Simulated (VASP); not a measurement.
# CsH (F-43m) in VASP: a series of runs

The runs below take CsH through vibrations by perturbation theory, with LDA.

Program: VASP 6.6.1. These are calculated values, not measurements. Logs are shortened: lines on timing, memory, paths and dates and some standing lists are left out, and cuts for length are marked.

## (1) The cell of the first run

Symmetry: F-43m, No. 216, cubic system. Conventional cell: a = 6.558 Å, b = 6.558 Å, c = 6.558 Å, α = 90.00°, β = 90.00°, γ = 90.00°. Within 3.7 Å of Cs (site symmetry -43m) lie 4 H at 2.84 Å. Within 3.7 Å of H (site symmetry -43m) lie 4 Cs at 2.84 Å.

## (2) Vibrations by perturbation theory, LDA

INCAR

```
ALGO = Normal
EDIFF = 1E-8
ENCUT = 520
GGA = CA
IBRION = 8
ISIF = 2
ISMEAR = 0
LASPH = T
LCHARG = F
LEPSILON = T
LREAL = F
LWAVE = F
NBANDS = 12
NELM = 60
NSW = 1
PREC = Accurate
SIGMA = 0.01
```

KPOINTS

```
k-points
0
Gamma
  8 8 8
```

POSCAR

```
CsH
1.0
    0.0000000000      3.2791000000      3.2791000000
    3.2791000000      0.0000000000      3.2791000000
    3.2791000000      3.2791000000      0.0000000000
Cs H
1 1
Direct
    0.0000000000      0.0000000000      0.0000000000
    0.2500000000      0.2500000000      0.2500000000
```

Potentials or basis: VASP PAW LDA potentials, release 64 (Cs_sv, H).

Command:

```console
cat potpaw_LDA.64/Cs_sv/POTCAR potpaw_LDA.64/H/POTCAR > POTCAR
mpirun -np 1 vasp_std > vasp.out
```

OUTCAR:

```text
EDIFF = 1E-8
   ENCUT = 520
   GGA = CA
   IBRION = 8
   ISIF = 2
   ISMEAR = 0
   LASPH = T
   LEPSILON = T
   LREAL = F
   NELM = 60
   NSW = 1
   PREC = Accurate

 ion  position               nearest neighbor table
   1  0.000  0.000  0.000-
   2  0.250  0.250  0.250-

  LATTYP: Found a face centered cubic cell.
 ALAT       =     6.5582000000

  Lattice vectors:

 A1 = (   0.0000000000,   3.2791000000,   3.2791000000)
 A2 = (   3.2791000000,   0.0000000000,   3.2791000000)
 A3 = (   3.2791000000,   3.2791000000,   0.0000000000)

Analysis of symmetry for initial positions (statically):
=====================================================================
 Subroutine PRICEL returns:
 Original cell was already a primitive cell.

 Routine SETGRP: Setting up the symmetry group for a
 face centered cubic supercell.

 Subroutine GETGRP returns: Found 24 space group operations
 (whereof 24 operations were pure point group operations)
 out of a pool of 48 trial point group operations.

The static configuration has the point symmetry T_d .

Analysis of symmetry for dynamics (positions and initial velocities):
=====================================================================
 Subroutine PRICEL returns:
 Original cell was already a primitive cell.

 Routine SETGRP: Setting up the symmetry group for a
 face centered cubic supercell.

 Subroutine GETGRP returns: Found 24 space group operations
 (whereof 24 operations were pure point group operations)
 out of a pool of 48 trial point group operations.

The dynamic configuration has the point symmetry T_d .

 Subroutine INISYM returns: Found 24 space group operations
 (whereof 24 operations are pure point group operations),
 and found     1 'primitive' translations

----------------------------------------------------------------------------------------

                                     Primitive cell

  volume of cell :      70.5170

  direct lattice vectors                    reciprocal lattice vectors
     0.000000000  3.279100000  3.279100000    -0.152480864  0.152480864  0.152480864
     3.279100000  0.000000000  3.279100000     0.152480864 -0.152480864  0.152480864
     3.279100000  3.279100000  0.000000000     0.152480864  0.152480864 -0.152480864

  length of vectors
     4.637347692  4.637347692  4.637347692     0.264104603  0.264104603  0.264104603

  position of ions in fractional coordinates (direct lattice)
     0.000000000  0.000000000  0.000000000
     0.250000000  0.250000000  0.250000000

  ion indices of the primitive-cell ions
   primitive index   ion index
                 1           1
                 2           2

----------------------------------------------------------------------------------------

 KPOINTS: k-points

Automatic generation of k-mesh.
 Grid dimensions read from file:
 generate k-points for:    8    8    8

 Generating k-lattice:

  Cartesian coordinates                     Fractional coordinates (reciprocal lattice)
    -0.019060108  0.019060108  0.019060108     0.125000000  0.000000000  0.000000000
[... 507 lines left out ...]

 Free energy of the ion-electron system (eV)
  ---------------------------------------------------
  ---------------------------------------------------
  free energy    TOTEN  =        -0.43509996 eV

  energy without entropy =       -0.43509996

------------------------ aborting loop because EDIFF is reached ----------------------------------------

--------------------------------------- Ionic step        2  -------------------------------------------

------------------------ aborting loop because EDIFF is reached ----------------------------------------

--------------------------------------- Ionic step        3  -------------------------------------------

------------------------ aborting loop because EDIFF is reached ----------------------------------------

 PIEZOELECTRIC TENSOR FIELD DIRECTION 3  (e Angst)
 -----------------------------------------------------------------------------
     0.00052 -0.54910  0.00000           (  0.00000  0.01105  0.00000)
    -0.54910  0.00052  0.00000           (  0.01105  0.00000  0.00000)
     0.00000  0.00000 -0.00221           (  0.00000  0.00000  0.00000)

 PIEZOELECTRIC TENSOR FIELD DIRECTION 3  (C/m^2)
 -----------------------------------------------------------------------------
     0.00012 -0.12476  0.00000
    -0.12476  0.00012  0.00000
     0.00000  0.00000 -0.00050

--------------------------------------- Ionic step        4  -------------------------------------------

------------------------ aborting loop because EDIFF is reached ----------------------------------------

[... ionic steps 5 to 6 ...]

--------------------------------------- Ionic step        7  -------------------------------------------

 Free energy of the ion-electron system (eV)
  ---------------------------------------------------
  ---------------------------------------------------
  free energy    TOTEN  =        -0.01634304 eV

  energy without entropy =       -0.01634304

------------------------ aborting loop because EDIFF is reached ----------------------------------------

 INTERNAL STRAIN TENSOR  FOR ION    2  DIRECTION 1   (eV/Angst):
 -----------------------------------------------------------------------------
     0.00135  0.00000  0.00000
     0.00000  0.00018 -1.98500
     0.00000 -1.98500  0.00018

 MACROSCOPIC STATIC DIELECTRIC TENSOR (including local field effects in DFT)
 ------------------------------------------------------
           2.996237     0.000000    -0.000000
           0.000000     2.996237     0.000000
          -0.000000     0.000000     2.996237
 ------------------------------------------------------

 PIEZOELECTRIC TENSOR (including local field effects)  for field in x, y, z        (e  Angst)
          XX          YY          ZZ          XY          YZ          ZX
  --------------------------------------------------------------------------------
  x    -0.00000    -0.00000     0.00000     0.00000    -0.55205    -0.00000
  y    -0.00000     0.00000     0.00000    -0.00000     0.00000    -0.55205
  z    -0.00000     0.00000    -0.00000    -0.55205    -0.00000     0.00000

 PIEZOELECTRIC TENSOR (including local field effects)  for field in x, y, z        (C/m^2)
          XX          YY          ZZ          XY          YZ          ZX
  --------------------------------------------------------------------------------
  x    -0.00000    -0.00000     0.00000     0.00000    -0.12543    -0.00000
  y    -0.00000     0.00000     0.00000    -0.00000     0.00000    -0.12543
  z    -0.00000     0.00000    -0.00000    -0.12543    -0.00000     0.00000

 BORN EFFECTIVE CHARGES (including local field effects) (in |e|, cummulative output)
 ---------------------------------------------------------------------------------
 ion    1
    1     0.98761     0.00000    -0.00000
    2     0.00000     0.98761     0.00000
    3     0.00000     0.00000     0.98761
 ion    2
    1    -0.98761    -0.00000     0.00000
    2     0.00000    -0.98761     0.00000
    3    -0.00000    -0.00000    -0.98761

 INTERNAL STRAIN TENSOR FOR ION    2 for displacements in x,y,z  (eV/Angst):
          X           Y           Z          XY          YZ          ZX
  --------------------------------------------------------------------------------
  x     0.00000     0.00000     0.00000     0.00000    -1.98500     0.00000
  y    -0.00000    -0.00000    -0.00000     0.00000     0.00000    -1.98500
  z     0.00000     0.00000     0.00000    -1.98500     0.00000     0.00000

 SECOND DERIVATIVES (NOT SYMMETRIZED)
 ------------------------------------
               1X          1Y          1Z          2X          2Y          2Z
  1X    -1.284156    0.000000    0.000000    1.284156    0.000000    0.000000
  1Y     0.000000   -1.284156    0.000000    0.000000    1.284156    0.000000
  1Z     0.000000    0.000000   -1.284156    0.000000    0.000000    1.284156
  2X     1.281933    0.000000    0.000000   -1.281933    0.000000    0.000000
  2Y     0.000000    1.281933    0.000000    0.000000   -1.281933    0.000000
  2Z     0.000000    0.000000    1.281933    0.000000    0.000000   -1.281933

 Eigenvectors and eigenvalues of the dynamical matrix
 ----------------------------------------------------

   1 f  =   17.766997 THz   111.633336 2PiTHz  592.643236 cm-1    73.478363 meV
             X         Y         Z           dx          dy          dz
      0.000000  0.000000  0.000000     0.025846    0.082541   -0.000000
      1.639550  1.639550  1.639550    -0.297703   -0.950732    0.000000
[... 21 lines left out ...]
   6 f/i=    0.001326 THz     0.008333 2PiTHz    0.044241 cm-1     0.005485 meV
             X         Y         Z           dx          dy          dz
      0.000000  0.000000  0.000000    -0.100768   -0.970018   -0.203545
      1.639550  1.639550  1.639550    -0.008749   -0.084216   -0.017672

--------------------------------------------------------------------------------------------------------

 MACROSCOPIC STATIC DIELECTRIC TENSOR IONIC CONTRIBUTION
 ------------------------------------------------------
           1.950764     0.000000    -0.000000
           0.000000     1.950764     0.000000
          -0.000000     0.000000     1.950764
 ------------------------------------------------------

 ELASTIC MODULI CONTR FROM IONIC RELAXATION (kBar)
 Direction    XX          YY          ZZ          XY          YZ          ZX
 --------------------------------------------------------------------------------
 XX          -0.0000     -0.0000     -0.0000      0.0000      0.0000     -0.0000
 YY          -0.0000     -0.0000     -0.0000      0.0000      0.0000     -0.0000
 ZZ          -0.0000     -0.0000     -0.0000      0.0000      0.0000     -0.0000
 XY           0.0000      0.0000      0.0000    -67.5268      0.0000      0.0000
 YZ           0.0000      0.0000      0.0000      0.0000    -67.5268      0.0000
 ZX          -0.0000     -0.0000     -0.0000      0.0000      0.0000    -67.5268
 --------------------------------------------------------------------------------

 PIEZOELECTRIC TENSOR IONIC CONTR  for field in x, y, z        (C/m^2)
          XX          YY          ZZ          XY          YZ          ZX
  --------------------------------------------------------------------------------
  x    -0.00000    -0.00000    -0.00000    -0.00000     0.34152     0.00000
  y     0.00000     0.00000     0.00000     0.00000     0.00000     0.34152
  z    -0.00000    -0.00000    -0.00000     0.34152     0.00000     0.00000
```

Run time: 6 min. Hardware: 1 thread of AMD EPYC 9R14 (Zen 4), shared host; peak memory 0.33 GiB.

Results:

```yaml
Electronic_dielectric_tensor_diagonal: 3.00
Born_charges_mean_of_the_diagonal: Cs +0.99; H -0.99 e
Highest_phonon_frequency_at_Γ_LO-TO_splitting_left_out: 593 cm⁻¹
```

Phonon frequencies in cm⁻¹ (negative: imaginary):
```
              q point        frequencies
(0.000, 0.000, 0.000)  0 0 0 593 593 593
```

Electronic dielectric tensor:
```
3.00 0.00 0.00
0.00 3.00 0.00
0.00 0.00 3.00
```

Born effective charge tensors (e):
atom 1, Cs
```
0.99 0.00 0.00
0.00 0.99 0.00
0.00 0.00 0.99
```
atom 2, H
```
-0.99  0.00  0.00
 0.00 -0.99  0.00
 0.00  0.00 -0.99
```

Caveat: spin-orbit coupling is left out, which moves the levels of the heavy elements.

## (3) Vibrations by perturbation theory, LDA

This run uses another cell than the first one, of 37.67 Å³/atom, 1.068 times its volume.

INCAR

```
PREC = Accurate
ENCUT = 520
EDIFF = 1E-8
ISMEAR = 0
SIGMA = 0.01
LREAL = False
LASPH = True
NELM = 100
ALGO = Normal
ISIF = 2
LWAVE = False
LCHARG = True
IBRION = 8
NSW = 1
LEPSILON = True
```

KPOINTS

```
Automatic mesh
0
Gamma
  8 8 8
```

POSCAR

```
CsH
1.0
    0.0000000000      3.3522000000      3.3522000000
    3.3522000000      0.0000000000      3.3522000000
    3.3522000000      3.3522000000      0.0000000000
Cs H
1 1
Direct
    0.0000000000      0.0000000000      0.0000000000
    0.2500000000      0.2500000000      0.2500000000
```

Potentials or basis: VASP PAW LDA potentials, release 64 (Cs_sv, H).

Command:

```console
cat potpaw_LDA.64/Cs_sv/POTCAR potpaw_LDA.64/H/POTCAR > POTCAR
mpirun -np 1 vasp_std > vasp.out
```

OUTCAR:

```text
PREC = Accurate
   ENCUT = 520
   EDIFF = 1E-8
   ISMEAR = 0
   LREAL = False
   LASPH = True
   NELM = 100
   ISIF = 2
   IBRION = 8
   NSW = 1
   LEPSILON = True

 ion  position               nearest neighbor table
   1  0.000  0.000  0.000-
   2  0.250  0.250  0.250-

  LATTYP: Found a face centered cubic cell.
 ALAT       =     6.7044000000

  Lattice vectors:

 A1 = (   0.0000000000,   3.3522000000,   3.3522000000)
 A2 = (   3.3522000000,   0.0000000000,   3.3522000000)
 A3 = (   3.3522000000,   3.3522000000,   0.0000000000)

Analysis of symmetry for initial positions (statically):
=====================================================================
 Subroutine PRICEL returns:
 Original cell was already a primitive cell.

 Routine SETGRP: Setting up the symmetry group for a
 face centered cubic supercell.

 Subroutine GETGRP returns: Found 24 space group operations
 (whereof 24 operations were pure point group operations)
 out of a pool of 48 trial point group operations.

The static configuration has the point symmetry T_d .

Analysis of symmetry for dynamics (positions and initial velocities):
=====================================================================
 Subroutine PRICEL returns:
 Original cell was already a primitive cell.

 Routine SETGRP: Setting up the symmetry group for a
 face centered cubic supercell.

[... 546 lines left out ...]
  z     0.00000     0.00000     0.00000    -0.53924     0.00000     0.00000

 PIEZOELECTRIC TENSOR (including local field effects)  for field in x, y, z        (C/m^2)
          XX          YY          ZZ          XY          YZ          ZX
  --------------------------------------------------------------------------------
  x    -0.00000     0.00000     0.00000     0.00000    -0.11468     0.00000
  y     0.00000     0.00000     0.00000     0.00000     0.00000    -0.11468
  z     0.00000     0.00000     0.00000    -0.11468     0.00000     0.00000

 BORN EFFECTIVE CHARGES (including local field effects) (in |e|, cummulative output)
 ---------------------------------------------------------------------------------
 ion    1
    1     0.98681     0.00000     0.00000
    2     0.00000     0.98681     0.00000
    3     0.00000    -0.00000     0.98681
 ion    2
    1    -0.98681     0.00000    -0.00000
    2     0.00000    -0.98681     0.00000
    3    -0.00000     0.00000    -0.98681

 INTERNAL STRAIN TENSOR FOR ION    2 for displacements in x,y,z  (eV/Angst):
          X           Y           Z          XY          YZ          ZX
  --------------------------------------------------------------------------------
  x    -0.00000    -0.00000    -0.00000     0.00000    -1.55391     0.00000
  y    -0.00000     0.00000    -0.00000     0.00000     0.00000    -1.55391
  z    -0.00000    -0.00000    -0.00000    -1.55391     0.00000     0.00000

 SECOND DERIVATIVES (NOT SYMMETRIZED)
 ------------------------------------
               1X          1Y          1Z          2X          2Y          2Z
  1X    -1.067301    0.000000    0.000000    1.067301    0.000000    0.000000
  1Y     0.000000   -1.067301    0.000000    0.000000    1.067301    0.000000
  1Z     0.000000    0.000000   -1.067301    0.000000    0.000000    1.067301
  2X     1.076380    0.000000    0.000000   -1.076380    0.000000    0.000000
  2Y     0.000000    1.076380    0.000000    0.000000   -1.076380    0.000000
  2Z     0.000000    0.000000    1.076380    0.000000    0.000000   -1.076380

 Eigenvectors and eigenvalues of the dynamical matrix
 ----------------------------------------------------

   1 f  =   16.279751 THz   102.288691 2PiTHz  543.034034 cm-1    67.327609 meV
             X         Y         Z           dx          dy          dz
      0.000000  0.000000  0.000000     0.000000    0.086057    0.000000
      1.676100  1.676100  1.676100     0.000000   -0.996290    0.000000
[... 21 lines left out ...]
   6 f/i=    0.005912 THz     0.037144 2PiTHz    0.197190 cm-1     0.024448 meV
             X         Y         Z           dx          dy          dz
      0.000000  0.000000  0.000000     0.000000    0.000000    0.996290
      1.676100  1.676100  1.676100     0.000000    0.000000    0.086057

--------------------------------------------------------------------------------------------------------

 MACROSCOPIC STATIC DIELECTRIC TENSOR IONIC CONTRIBUTION
 ------------------------------------------------------
           2.182120    -0.000000     0.000000
          -0.000000     2.182120     0.000000
           0.000000    -0.000000     2.182120
 ------------------------------------------------------

 ELASTIC MODULI CONTR FROM IONIC RELAXATION (kBar)
 Direction    XX          YY          ZZ          XY          YZ          ZX
 --------------------------------------------------------------------------------
 XX          -0.0000     -0.0000     -0.0000     -0.0000     -0.0000     -0.0000
 YY          -0.0000     -0.0000     -0.0000     -0.0000     -0.0000      0.0000
 ZZ          -0.0000     -0.0000     -0.0000     -0.0000     -0.0000     -0.0000
 XY          -0.0000     -0.0000     -0.0000    -46.1866     -0.0000     -0.0000
 YZ          -0.0000     -0.0000     -0.0000     -0.0000    -46.1866      0.0000
 ZX          -0.0000      0.0000     -0.0000      0.0000      0.0000    -46.1866
 --------------------------------------------------------------------------------

 PIEZOELECTRIC TENSOR IONIC CONTR  for field in x, y, z        (C/m^2)
          XX          YY          ZZ          XY          YZ          ZX
  --------------------------------------------------------------------------------
  x     0.00000     0.00000     0.00000     0.00000     0.29872    -0.00000
  y     0.00000    -0.00000     0.00000    -0.00000    -0.00000     0.29872
  z     0.00000     0.00000     0.00000     0.29872     0.00000     0.00000
```

stdout:

```text
POSCAR found type information on POSCAR CsH
 POSCAR found :  2 types and       2 ions
 scaLAPACK will be used
 LDA part: xc-table for (Slater(with rela. corr.)+CA(PZ))
 , standard interpolation
 POSCAR, INCAR and KPOINTS ok, starting setup
 FFT: planning ... GRIDC
 FFT: planning ... GRID_SOFT
 FFT: planning ... GRID
[... 24 lines left out ...]
 Linear response to external field, progress :
  Direction:   3
 dielectric tensor                  component  3 :    -0.077    -0.105     2.864
 Linear response DOF=           2
 Linear response progress:
 first order change of Fermi-energy  -0.33085E-02
 force on displaced ion       1 direction 1 :  -1.067   0.000   0.000
 Born effective charge ion    1 direction 1 :   0.987   0.000   0.000
 Linear response progress:
 first order change of Fermi-energy   0.30547E-02
 force on displaced ion       2 direction 1 :  -1.076   0.000   0.000
 Born effective charge ion    2 direction 1 :  -0.986   0.000   0.000
 Born effective charges drift removed
 Linear response finished
```

It took 5.4 min on 1 thread of AMD EPYC 9R14 (Zen 4), shared host; peak memory 0.31 GiB.

What came out:

| Quantity | Value |
| --- | --- |
| Electronic dielectric tensor (diagonal) | 2.86 |
| Born charges (mean of the diagonal) | Cs +0.99; H -0.99 e |
| Highest phonon frequency at Γ, LO-TO splitting left out | 543 cm⁻¹ |

Phonon frequencies in cm⁻¹ (negative: imaginary):
| q point | frequencies |
| --- | --- |
| (0.000, 0.000, 0.000) | 0 0 0 543 543 543 |

Electronic dielectric tensor:
```
2.86 0.00 0.00
0.00 2.86 0.00
0.00 0.00 2.86
```

Born effective charge tensors (e):
atom 1, Cs
```
0.99 0.00 0.00
0.00 0.99 0.00
0.00 0.00 0.99
```
atom 2, H
```
-0.99  0.00  0.00
 0.00 -0.99  0.00
 0.00  0.00 -0.99
```

Caveat: spin-orbit coupling is left out, which moves the levels of the heavy elements.
